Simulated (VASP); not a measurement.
# ZnO (P6_3mc) in VASP: further runs, part 2 of 2

VASP 6.6.1. Earlier steps stand in the parts before.

## 3. Relaxation of cell and atoms, PBE

INCAR

```
  PREC = Accurate
  ENCUT = 600
  EDIFF = 1E-6
  ISMEAR = 0
  SIGMA = 0.02
  LREAL = F
  LASPH = T
  NELM = 100
  ALGO = Normal
  ISIF = 3
  LWAVE = F
  LCHARG = F
  GGA = PE
  IBRION = 2
  NSW = 80
  EDIFFG = -0.01
```

KPOINTS

```
Automatic mesh
0
Gamma
  9 9 6
```

POSCAR

```
ZnO
1.0
    3.2798495008      0.0000000000      0.0000000000
   -1.6399247504      2.8404329883      0.0000000000
    0.0000000000      0.0000000000      5.2932754267
Zn O
2 2
Direct
    0.3333333333      0.6666666667     -0.0020792389
    0.6666666667      0.3333333333      0.4979207611
    0.3333333333      0.6666666667      0.3770792389
    0.6666666667      0.3333333333      0.8770792389
```

Potentials or basis: VASP PAW PBE potentials, release 64 (Zn, O).

The run is started by

```
$ cat potpaw_PBE.64/Zn/POTCAR potpaw_PBE.64/O/POTCAR > POTCAR
$ mpirun -np 1 vasp_std > vasp.out
```

OUTCAR:

```text
PREC = Accurate
   ENCUT = 600
   EDIFF = 1E-6
   ISMEAR = 0
   LREAL = F
   LASPH = T
   NELM = 100
   ISIF = 3
   GGA = PE
   IBRION = 2
   NSW = 80
   EDIFFG = -0.01

 ion  position               nearest neighbor table
   1  0.333  0.667  0.998-   4 2.00   4 2.00   4 2.00   3 2.01
   2  0.667  0.333  0.498-   3 2.00   3 2.00   3 2.00   4 2.01
   3  0.333  0.667  0.377-   2 2.00   2 2.00   2 2.00   1 2.01
   4  0.667  0.333  0.877-   1 2.00   1 2.00   1 2.00   2 2.01

  LATTYP: Found a hexagonal cell.
 ALAT       =     3.2798495008
 C/A-ratio  =     1.6138775347

  Lattice vectors:

 A1 = (   3.2798495008,   0.0000000000,   0.0000000000)
 A2 = (  -1.6399247504,   2.8404329883,   0.0000000000)
 A3 = (   0.0000000000,   0.0000000000,   5.2932754267)

Analysis of symmetry for initial positions (statically):
=====================================================================
 Subroutine PRICEL returns:
 Original cell was already a primitive cell.

 Routine SETGRP: Setting up the symmetry group for a
 hexagonal supercell.

 Subroutine GETGRP returns: Found 12 space group operations
 (whereof  6 operations were pure point group operations)
 out of a pool of 24 trial point group operations.

The static configuration has the point symmetry C_3v.
 The point group associated with its full space group is C_6v.

Analysis of symmetry for dynamics (positions and initial velocities):
=====================================================================
 Subroutine PRICEL returns:
 Original cell was already a primitive cell.

 Routine SETGRP: Setting up the symmetry group for a
 hexagonal supercell.

 Subroutine GETGRP returns: Found 12 space group operations
 (whereof  6 operations were pure point group operations)
 out of a pool of 24 trial point group operations.

The dynamic configuration has the point symmetry C_3v.
 The point group associated with its full space group is C_6v.

 Subroutine INISYM returns: Found 12 space group operations
[... 123 lines left out ...]
  Fermi-wavevector in a.u.,A,eV,Ry     =   1.474081  2.785609 29.564300  2.172915
  Thomas-Fermi vector in A             =   2.588896
   LORBIT       =      0    0 simple, 1 ext, 2 COOP (PROOUT), +10 PAW based schemes
   GGA     = PE    functional components
   LHFCALC =     F    Hartree Fock is set to
   AEXX    =    0.0000 exact exchange contribution
   IVDW    =     0    specifies the selected vdW correction
   LEPSILON=     F    determine dielectric tensor
   LRPA    =     F    only Hartree local field effects (RPA)
 conjugate gradient relaxation of ions
 non-spin polarized calculation
 Gauss-broadening in eV      SIGMA  =   0.02
  energy-cutoff  :      600.00
  volume of cell :       49.31
 maximum number of plane-waves:      1677
 NGX is ok and might be reduce to    28
   NGX = 13   NGY = 13   NGZ = 21

--------------------------------------- Ionic step        1  -------------------------------------------

 number of electron      36.0000009 magnetization

 Free energy of the ion-electron system (eV)
  ---------------------------------------------------
  ext. energy  EPLUGINS =         0.00000000
  ---------------------------------------------------
  free energy    TOTEN  =       -17.86466407 eV

  energy without entropy =      -17.86466407  energy(sigma->0) =      -17.86466407

------------------------ aborting loop because EDIFF is reached ----------------------------------------

  FORCE on cell =-STRESS in cart. coord.  units (eV):
  Direction    XX          YY          ZZ          XY          YZ          ZX
  --------------------------------------------------------------------------------------
  -------------------------------------------------------------------------------------
  Total        0.2254126      0.2254126      0.2172330      0.0000000      0.0000000     -0.0000000
  in kB        7.3236209      7.3236209      7.0578657      0.0000000      0.0000000     -0.0000000
  external PRESSURE =       7.2350358 kB  Pullay stress =       0.0000000 kB
[... 63 lines left out ...]
--------------------------------------- Ionic step        3  -------------------------------------------

 number of electron      36.0000009 magnetization

 Free energy of the ion-electron system (eV)
  ---------------------------------------------------
  ext. energy  EPLUGINS =         0.00000000
  ---------------------------------------------------
  free energy    TOTEN  =       -17.86522812 eV

  energy without entropy =      -17.86522812  energy(sigma->0) =      -17.86522812

 E-fermi :   1.0083     XC(G=0): -10.6965

 val. band max:        0.8464072150   @ k =   0.0000   0.0000   0.0000
 cond. band min:       1.5670766176   @ k =   0.0000   0.0000   0.0000
 fundamental gap:      0.7206694027
 Fermi energy:         1.0083358128

 k-point     1 :       0.0000    0.0000    0.0000
  band No.  band energies     occupation
      1     -16.9298      2.00000
      2     -16.2703      2.00000
      3      -4.6664      2.00000
      4      -4.6664      2.00000
      5      -4.6272      2.00000
      6      -4.4949      2.00000
[... 589 lines left out ...]
     21       8.5576      0.00000
     22       8.8957      0.00000

 [... further k-points ...]
[... 5 lines left out ...]
  --------------------------------------------------------------------------------------
  -------------------------------------------------------------------------------------
  Total        0.0038451      0.0038451      0.0063757      0.0000000      0.0000000     -0.0000000
  in kB        0.1242761      0.1242761      0.2060657      0.0000000      0.0000000     -0.0000000
  external PRESSURE =       0.1515393 kB  Pullay stress =       0.0000000 kB
[... 19 lines left out ...]
  FREE ENERGIE OF THE ION-ELECTRON SYSTEM (eV)
  ---------------------------------------------------
  free  energy   TOTEN  =       -17.8652281194 eV

  energy  without entropy=      -17.8652281194  energy(sigma->0) =      -17.86522812

 reached required accuracy - stopping structural energy minimisation
```

OSZICAR:

```text
N       E                     dE             d eps       ncg     rms          rms(c)
DAV:   1     0.306600791826E+03    0.30660E+03   -0.20500E+04  2120   0.259E+03
[... 23 lines left out ...]
       N       E                     dE             d eps       ncg     rms          rms(c)
DAV:   1    -0.178683239292E+02   -0.32467E-02   -0.46381E-02  2472   0.431E+00    0.407E-01
DAV:   2    -0.178655592024E+02    0.27647E-02   -0.10711E-02  2612   0.224E+00    0.145E-01
DAV:   3    -0.178653186981E+02    0.24050E-03   -0.18680E-04  2832   0.410E-01    0.815E-02
DAV:   4    -0.178652271300E+02    0.91568E-04   -0.10882E-04  3328   0.172E-01    0.791E-03
DAV:   5    -0.178652282721E+02   -0.11421E-05   -0.24559E-05  2220   0.471E-02    0.305E-03
DAV:   6    -0.178652281194E+02    0.15273E-06   -0.60632E-07  1068   0.204E-02
   3 F= -.17865228E+02 E0= -.17865228E+02  d E =-.564051E-03
```

CONTCAR:

```text
ZnO
   1.00000000000000
     3.2856463343286606    0.0000000000000000   -0.0000000000000000
    -1.6428231671643303    2.8454531933974221    0.0000000000000000
    -0.0000000000000000    0.0000000000000000    5.3022913236457967
  Zn              O
     2     2
Direct
     0.3333333332999970    0.6666666667000030    0.9979370411664268
     0.6666666667000030    0.3333333332999970    0.4979370411664268
     0.3333333332999970    0.6666666667000030    0.3770629588335732
     0.6666666667000030    0.3333333332999970    0.8770629588335732

  0.00000000E+00  0.00000000E+00  0.00000000E+00
  0.00000000E+00  0.00000000E+00  0.00000000E+00
  0.00000000E+00  0.00000000E+00  0.00000000E+00
  0.00000000E+00  0.00000000E+00  0.00000000E+00
```

Wall time 81 s (1 thread of Intel Xeon Platinum 8488C (Sapphire Rapids), shared host); peak memory 0.21 GiB.

What came out:

- Free energy: -17.8652 eV
- Relaxed volume: 12.39 Å³/atom
- Relaxed cell: a = 3.286 Å, b = 3.286 Å, c = 5.302 Å, α = 90.00°, β = 90.00°, γ = 120.00°
- Space group after relaxing (to 0.05 Å): P6_3mc (No. 186)
- Energy gained by relaxing: 0.1 meV/atom
- Ionic steps: 3
- Pressure after relaxing: 0.0 GPa
- Band gap on the k mesh: 0.72 eV, direct

Step by step:
| step | energy change (eV) | largest force (eV/Å) | pressure (GPa) | volume (Å³) |
| --- | --- | --- | --- | --- |
| 1 | 0.0000 | 0.0027 | 0.72 | 49.31 |
| 2 | -0.0004 | 0.0000 | -0.40 | 49.71 |
| 3 | -0.0006 | 0.0009 | 0.02 | 49.57 |

Final structure:
```cif
data_structure
_symmetry_space_group_name_H-M 'P 1'
_symmetry_Int_Tables_number 1
_cell_length_a 3.2856
_cell_length_b 3.2856
_cell_length_c 5.3023
_cell_angle_alpha 90.000
_cell_angle_beta 90.000
_cell_angle_gamma 120.000
_cell_volume 49.57
loop_
_atom_site_label
_atom_site_type_symbol
_atom_site_fract_x
_atom_site_fract_y
_atom_site_fract_z
_atom_site_occupancy
Zn1 Zn 0.33333 0.66667 0.99794 1
Zn2 Zn 0.66667 0.33333 0.49794 1
O1 O 0.33333 0.66667 0.37706 1
O2 O 0.66667 0.33333 0.87706 1
```
